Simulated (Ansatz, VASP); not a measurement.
## TePb: VASP beside Ansatz

```
Pb Te
1.0
     0.00000    3.26784    3.26784
     3.26784    0.00000    3.26784
     3.26784    3.26784    0.00000
Pb Te
1 1
Cartesian
  0.0000 0.0000 0.0000
  3.2678 3.2678 3.2678
```

Alike in both runs: task single point; functional PBE; dispersion D4; k mesh 6 × 6 × 6; no spin polarisation.

```csv
,VASP,Ansatz
version,VASP 6.6.1,Ansatz 0.2.0
potentials or method,"VASP PAW PBE potentials, release 64 (Pb_d, Te)",plane waves
plane-wave cutoff (eV),520,420
occupations,"gaussian, width 0.01 eV",fixed
valence electrons in the cell,20,30
```

```csv
,VASP,Ansatz,Ansatz less VASP
gap on the k mesh at the Fermi level (eV),0.80,0.80,-0.004
pressure (GPa),-0.9,-0.9,+0.04
```

VASP's potentials hold 20 valence electrons a cell and Ansatz's 30, so a difference there can come from the potentials and not from the codes. Ansatz's warnings: dispersion switch in reach.

Spin-orbit coupling is off throughout.
